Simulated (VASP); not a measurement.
# Sn in VASP: single point with PBE+D3(BJ)

Aim: the single point of Sn with PBE+D3(BJ).

All numbers are computed with VASP 6.6.1; they aren't measurements. Logs are shortened: lines on timing, memory, paths and dates and some standing lists are left out, and cuts for length are marked.

## 1. The cell of the first run

The typed cell holds 2 atoms: a = 3.295 Å, b = 3.295 Å, c = 4.963 Å, α = 89.99°, β = 89.99°, γ = 82.28°.

## 2. Single point, PBE+D3(BJ) (atoms displaced along a vibrational mode)

Contents of INCAR:

```
SYSTEM = Sn
PREC = Accurate
ENCUT = 520
EDIFF = 1E-7
ISMEAR = 0
SIGMA = 0.15
LREAL = .FALSE.
LASPH = .TRUE.
NELM = 60
ALGO = Fast
ISIF = 2
LWAVE = .FALSE.
LCHARG = .TRUE.
GGA = PE
IVDW = 12
LELF = .TRUE.
LVHAR = .TRUE.
NBANDS = 21
```

Contents of KPOINTS:

```
regular mesh
0
G
  18 18 12
  0 0 0
```

Contents of POSCAR:

```
Sn
1.0
   -1.7544065422      1.7546136957     -2.1674907473
   -1.7544065422      1.7546136957      2.1674907473
    3.5088130844      3.5092273914      0.0000000000
Sn
2
Direct
   -0.0000000090     -0.0000000090      0.0151133379
    0.5000000090      0.5000000090      0.4848866621
```

Potentials or basis: VASP PAW PBE potentials, release 64 (Sn_d).

Started as:

```bash
$ cat potpaw_PBE.64/Sn_d/POTCAR > POTCAR
$ mpirun -np 1 vasp_std > vasp.out
```

OUTCAR:

```text
SYSTEM = Sn
   PREC = Accurate
   ENCUT = 520
   EDIFF = 1E-7
   ISMEAR = 0
   LREAL = .FALSE.
   LASPH = .TRUE.
   NELM = 60
   ISIF = 2
   GGA = PE
   IVDW = 12
 IVDW          = 12

 ion  position               nearest neighbor table
   1  1.000  1.000  0.015-   2 3.18   2 3.18   2 3.40   2 3.40   2 3.41   2 3.41   2 3.62   2 3.62

   2  0.500  0.500  0.485-   1 3.18   1 3.18   1 3.40   1 3.40   1 3.41   1 3.41   1 3.62   1 3.62

  LATTYP: Found a base centered monoclinic cell.
 ALAT       =     4.9625040197
 B/A-ratio  =     0.8735472006
 C/A-ratio  =     1.0000000000
 COS(beta)  =    -0.0001180691

  Lattice vectors:

 A1 = (   1.7544065422,  -1.7546136957,   2.1674907473)
 A2 = (   1.7544065422,  -1.7546136957,  -2.1674907473)
 A3 = (   3.5088130844,   3.5092273914,   0.0000000000)

Analysis of symmetry for initial positions (statically):
=====================================================================
 Subroutine PRICEL returns:
 Original cell was already a primitive cell.

 Routine SETGRP: Setting up the symmetry group for a
 base centered monoclinic supercell.

 Subroutine GETGRP returns: Found  4 space group operations
 (whereof  2 operations were pure point group operations)
 out of a pool of  4 trial point group operations.

The static configuration has the point symmetry C_1h.
 The point group associated with its full space group is C_2h.

Analysis of symmetry for dynamics (positions and initial velocities):
=====================================================================
 Subroutine PRICEL returns:
 Original cell was already a primitive cell.

 Routine SETGRP: Setting up the symmetry group for a
 base centered monoclinic supercell.

 Subroutine GETGRP returns: Found  4 space group operations
 (whereof  2 operations were pure point group operations)
 out of a pool of  4 trial point group operations.

The dynamic configuration has the point symmetry C_1h.
 The point group associated with its full space group is C_2h.

 Subroutine INISYM returns: Found  4 space group operations
 (whereof  2 operations are pure point group operations),
 and found     1 'primitive' translations

----------------------------------------------------------------------------------------

                                     Primitive cell

  volume of cell :      53.3776

  direct lattice vectors                    reciprocal lattice vectors
    -1.754406542  1.754613696 -2.167490747    -0.142498329  0.142481505 -0.230681492
    -1.754406542  1.754613696  2.167490747    -0.142498329  0.142481505  0.230681492
     3.508813084  3.509227391  0.000000000     0.142498329  0.142481505  0.000000000

  length of vectors
     3.294636198  3.294636198  4.962504020     0.306301655  0.306301655  0.201511173

  position of ions in fractional coordinates (direct lattice)
     0.999999991  0.999999991  0.015113338
     0.500000009  0.500000009  0.484886662

  ion indices of the primitive-cell ions
   primitive index   ion index
                 1           1
                 2           2

----------------------------------------------------------------------------------------

 KPOINTS: regular mesh

Automatic generation of k-mesh.
 Grid dimensions read from file:
 generate k-points for:   18   18   12

 Generating k-lattice:

  Cartesian coordinates                     Fractional coordinates (reciprocal lattice)
    -0.007916574  0.007915639 -0.012815638     0.055555556  0.000000000  0.000000000
    -0.007916574  0.007915639  0.012815638     0.000000000  0.055555556  0.000000000
     0.011874861  0.011873459  0.000000000     0.000000000  0.000000000  0.083333333

  Length of vectors
     0.017016759  0.017016759  0.016792598

  Shift w.r.t. Gamma in fractional coordinates (k-lattice)
     0.000000000  0.000000000  0.000000000

 Subroutine IBZKPT returns following result:
 ===========================================

 Found   1037 irreducible k-points:

 Following reciprocal coordinates:
            Coordinates               Weight
  0.000000  0.000000  0.000000      1.000000
  0.055556  0.000000 -0.000000      4.000000
  0.111111  0.000000 -0.000000      4.000000
  0.166667 -0.000000 -0.000000      4.000000
  0.222222  0.000000 -0.000000      4.000000
  0.277778 -0.000000 -0.000000      4.000000
[... 16 lines left out ...]
 -0.277778  0.055556  0.000000      4.000000
 -0.222222  0.055556  0.000000      4.000000
 [... further k-points ...]
   k-points           NKPTS =   1037   k-points in BZ     NKDIM =   1037   number of bands    NBANDS=     21
   number of dos      NEDOS =    301   number of ions     NIONS =      2
   total plane-waves  NPLWV =  31360
   dimension x,y,z NGX =    28 NGY =   28 NGZ =   40
   dimension x,y,z NGXF=    56 NGYF=   56 NGZF=   80
   ions per type =               2
   NGX,Y,Z   is equivalent  to a cutoff of  14.13, 14.13, 13.40 a.u.
   NGXF,Y,Z  is equivalent  to a cutoff of  28.26, 28.26, 26.80 a.u.
 SYSTEM =  Sn
   PREC   = accura    normal or accurate (medium, high low for compatibility)
   ISTART =      0    job   : 0-new  1-cont  2-samecut
   ICHARG =      2    charge: 1-file 2-atom 10-const
   ISPIN  =      1    spin polarized calculation?
   LNONCOLLINEAR =      F non collinear calculations
   LSORBIT =      F    spin-orbit coupling
   LASPH  =      T    aspherical Exc in radial PAW
   ENCUT  =  520.0 eV  38.22 Ry    6.18 a.u.   6.13  6.13  9.23*2*pi/ulx,y,z
   NELM   =     60;   NELMIN=  2; NELMDL= -5     # of ELM steps
   EDIFF  = 0.1E-06   stopping-criterion for ELM
   LREAL  =      F    real-space projection
   EDIFFG = 0.1E-05   stopping-criterion for IOM
   NSW    =      0    number of steps for IOM
   IBRION =     -1    ionic relax: 0-MD 1-quasi-New 2-CG
   NFREE  =      0    steps in history (QN), initial steepest desc. (CG)
   ISIF   =      2    stress and relaxation
   ISYM   =      2    0-nonsym 1-usesym 2-fastsym
   POTIM  = 0.5000    time-step for ionic-motion
   TEBEG  =    0.0;   TEEND  =   0.0 temperature during run
   PSTRESS=    0.0 pullay stress
   NELECT =      28.0000    total number of electrons
   NUPDOWN=      -1.0000    fix difference up-down
   EMIN   =  10.00;   EMAX   =-10.00  energy-range for DOS
   EFERMI =   0.00;   METHOD = LEGACY
   ISMEAR =     0;   SIGMA  =   0.15  broadening in eV -4-tet -1-fermi 0-gaus
   EFERMI_NEDOS =   21; number of points for ismear=-14 and -15
   IALGO  =     68    algorithm
   IMIX   =      4    mixing-type and parameters
     AMIX     =   0.40;   BMIX     =  1.00
     AMIX_MAG =   1.60;   BMIX_MAG =  1.00
  volume/ion in A,a.u.               =      26.69       180.10
  Fermi-wavevector in a.u.,A,eV,Ry     =   1.320306  2.495016 23.717774  1.743207
  Thomas-Fermi vector in A             =   2.450141
   LORBIT       =      0    0 simple, 1 ext, 2 COOP (PROOUT), +10 PAW based schemes
   GGA     = PE    functional components
   LHFCALC =     F    Hartree Fock is set to
   AEXX    =    0.0000 exact exchange contribution
   IVDW    =    12    specifies the selected vdW correction
   LEPSILON=     F    determine dielectric tensor
   LRPA    =     F    only Hartree local field effects (RPA)
 non-spin polarized calculation
 RMM-DIIS sequential band-by-band and
 Gauss-broadening in eV      SIGMA  =   0.15
  energy-cutoff  :      520.00
  volume of cell :       53.38
 maximum number of plane-waves:      1456
 NGX is ok and might be reduce to    28
   NGX = 13   NGY = 13   NGZ = 19

 number of electron      27.9999991 magnetization

 Free energy of the ion-electron system (eV)
  ---------------------------------------------------
  ext. energy  EPLUGINS =         0.00000000
  ---------------------------------------------------
  free energy    TOTEN  =        -7.52981786 eV

  energy without entropy =       -7.51628962  energy(sigma->0) =       -7.52305374

 E-fermi :   8.3850     XC(G=0): -10.4427

 val. band max:        8.3769662564   @ k =  -0.2222   0.4444   0.1667
 cond. band min:       8.3866910625   @ k =  -0.3889   0.2778   0.0000
 fundamental gap:      0.0097248061
 Fermi energy:         8.3850377438

 k-point     1 :       0.0000    0.0000    0.0000
  band No.  band energies     occupation
      1     -13.3253      2.00000
      2     -13.2555      2.00000
      3     -13.2520      2.00000
      4     -13.2433      2.00000
      5     -13.1887      2.00000
      6     -13.1689      2.00000
[... 13 lines left out ...]
     20      16.4885      0.00000
     21      19.2369      0.00000

 k-point     2 :       0.0556    0.0000   -0.0000
  band No.  band energies     occupation
      1     -13.3211      2.00000
      2     -13.2538      2.00000
      3     -13.2502      2.00000
      4     -13.2403      2.00000
      5     -13.1879      2.00000
      6     -13.1692      2.00000
[... 13 lines left out ...]
     20      16.2822      0.00000
     21      18.8925      0.00000

 k-point     3 :       0.1111    0.0000   -0.0000
  band No.  band energies     occupation
      1     -13.3100      2.00000
      2     -13.2502      2.00000
      3     -13.2432      2.00000
      4     -13.2328      2.00000
      5     -13.1842      2.00000
      6     -13.1699      2.00000
[... 13 lines left out ...]
     20      16.7498      0.00000
     21      18.6413      0.00000

 k-point     4 :       0.1667   -0.0000   -0.0000
  band No.  band energies     occupation
      1     -13.2955      2.00000
      2     -13.2457      2.00000
      3     -13.2286      2.00000
      4     -13.2257      2.00000
      5     -13.1749      2.00000
      6     -13.1703      2.00000
[... 13 lines left out ...]
     20      18.3826      0.00000
     21      18.6616      0.00000

 k-point     5 :       0.2222    0.0000   -0.0000
  band No.  band energies     occupation
      1     -13.2815      2.00000
      2     -13.2403      2.00000
      3     -13.2229      2.00000
      4     -13.2062      2.00000
      5     -13.1694      2.00000
      6     -13.1599      2.00000
[... 13 lines left out ...]
     20      18.8415      0.00000
     21      19.7826      0.00000

 k-point     6 :       0.2778   -0.0000   -0.0000
  band No.  band energies     occupation
      1     -13.2697      2.00000
      2     -13.2342      2.00000
      3     -13.2236      2.00000
      4     -13.1803      2.00000
      5     -13.1649      2.00000
      6     -13.1462      2.00000
[... 13 lines left out ...]
     20      19.1224      0.00000
     21      19.4797      0.00000

 k-point     7 :       0.3333    0.0000   -0.0000
  band No.  band energies     occupation
      1     -13.2599      2.00000
      2     -13.2272      2.00000
      3     -13.2263      2.00000
      4     -13.1670      2.00000
      5     -13.1459      2.00000
      6     -13.1452      2.00000
[... 13 lines left out ...]
     20      19.3967      0.00000
     21      19.4791      0.00000
[... 291 lines left out ...]
      1     -13.2439      2.00000
      2     -13.2253      2.00000
      3     -13.2053      2.00000
      4     -13.1888      2.00000
      5     -13.1537      2.00000
      6     -13.1525      2.00000
[... 13 lines left out ...]
     20      18.9598      0.00000
     21      19.1648      0.00000

 k-point    21 :      -0.3889    0.0556    0.0000
  band No.  band energies     occupation
      1     -13.2494      2.00000
      2     -13.2213      2.00000
      3     -13.2117      2.00000
      4     -13.1690      2.00000
      5     -13.1606      2.00000
      6     -13.1469      2.00000
[... 13 lines left out ...]
     20      18.7001      0.00000
     21      18.9975      0.00000

 k-point    22 :      -0.3333    0.0556    0.0000
  band No.  band energies     occupation
      1     -13.2562      2.00000
      2     -13.2183      2.00000
      3     -13.2163      2.00000
      4     -13.1699      2.00000
      5     -13.1521      2.00000
      6     -13.1427      2.00000
[... 13 lines left out ...]
     20      18.3221      0.00000
     21      19.4908      0.00000

 k-point    23 :      -0.2778    0.0556    0.0000
  band No.  band energies     occupation
      1     -13.2649      2.00000
      2     -13.2208      2.00000
      3     -13.2166      2.00000
      4     -13.1780      2.00000
      5     -13.1719      2.00000
      6     -13.1462      2.00000
[... 13 lines left out ...]
     20      18.0339      0.00000
     21      19.9443      0.00000

 k-point    24 :      -0.2222    0.0556    0.0000
  band No.  band energies     occupation
      1     -13.2762      2.00000
      2     -13.2274      2.00000
      3     -13.2172      2.00000
      4     -13.2012      2.00000
      5     -13.1802      2.00000
      6     -13.1559      2.00000
[... 13 lines left out ...]
     20      17.8493      0.00000
     21      20.4954      0.00000

 [... further k-points ...]

------------------------ aborting loop because EDIFF is reached ----------------------------------------

 Edisp (eV)   -0.78386

 E8    (eV) :    -0.3762

  FORCE on cell =-STRESS in cart. coord.  units (eV):
  Direction    XX          YY          ZZ          XY          YZ          ZX
  --------------------------------------------------------------------------------------
  -------------------------------------------------------------------------------------
  Total       0.11139     0.11099     0.17728    -0.03588     0.00000     0.00000
  in kB       3.34360     3.33136     5.32117    -1.07700     0.00000     0.00000
  external pressure =        4.00 kB  Pullay stress =        0.00 kB

 VOLUME and BASIS-vectors are now :
 -----------------------------------------------------------------------------
  energy-cutoff  :      520.00
  volume of cell :       53.38
      direct lattice vectors                 reciprocal lattice vectors
    -1.754406542  1.754613696 -2.167490747    -0.142498329  0.142481505 -0.230681492
    -1.754406542  1.754613696  2.167490747    -0.142498329  0.142481505  0.230681492
     3.508813084  3.509227391  0.000000000     0.142498329  0.142481505  0.000000000

 POSITION                                       TOTAL-FORCE (eV/Angst)
 -----------------------------------------------------------------------------------
     -3.45578      3.56226      0.00000        -0.238958     -0.238893      0.000000
     -0.05303      3.45619      0.00000         0.238958      0.238893      0.000000
 -----------------------------------------------------------------------------------
    total drift:                                0.000000     -0.000000     -0.000000

  FREE ENERGIE OF THE ION-ELECTRON SYSTEM (eV)
  ---------------------------------------------------
  free  energy   TOTEN  =        -8.3136826957 eV

  energy  without entropy=       -8.3001544498  energy(sigma->0) =       -8.30691857
```

Wall time 33 min (1 thread of Intel Xeon 8259CL, shared host); peak memory 0.92 GiB.

What came out:

```
Free energy                : -8.3137 eV
Pressure                   : 0.4 GPa
Largest force              : 0.338 eV/Å
Band gap on the k mesh     : zero (bands 14 and 15 overlap by 5.63 eV)
Dispersion energy per atom : -0.392 eV
```

Forces in eV/Å, atoms in the order of the input:
```
Sn  -0.239 -0.239  0.000
Sn   0.239  0.239  0.000
```

Levels at points of the mesh, in eV from the Fermi level:
```tsv
k point	band 11	band 12	band 13	band 14	band 15	band 16	band 17	band 18
(0.00, 0.00, 0.00)	-11.34	-5.53	-4.07	2.32	3.18	6.14	6.40	7.73
(0.50, 0.00, 0.00)	-7.70	-7.70	-1.26	-1.25	-0.08	-0.08	5.41	5.41
(0.50, 0.50, 0.00)	-5.57	-4.15	-3.57	-2.81	0.95	0.96	2.38	3.11
(0.00, 0.00, 0.50)	-10.12	-9.28	2.40	3.08	3.73	4.48	4.63	5.25
(0.50, 0.00, 0.50)	-6.87	-6.87	-4.67	-4.67	4.81	4.81	6.37	6.37
(0.50, 0.50, 0.50)	-4.77	-4.33	-2.81	-2.03	-1.44	-0.61	0.28	0.56
```

Caveat: the cell differs from its parent crystal (atoms displaced along a vibrational mode); spin-orbit coupling is left out, which moves the levels of the heavy elements.
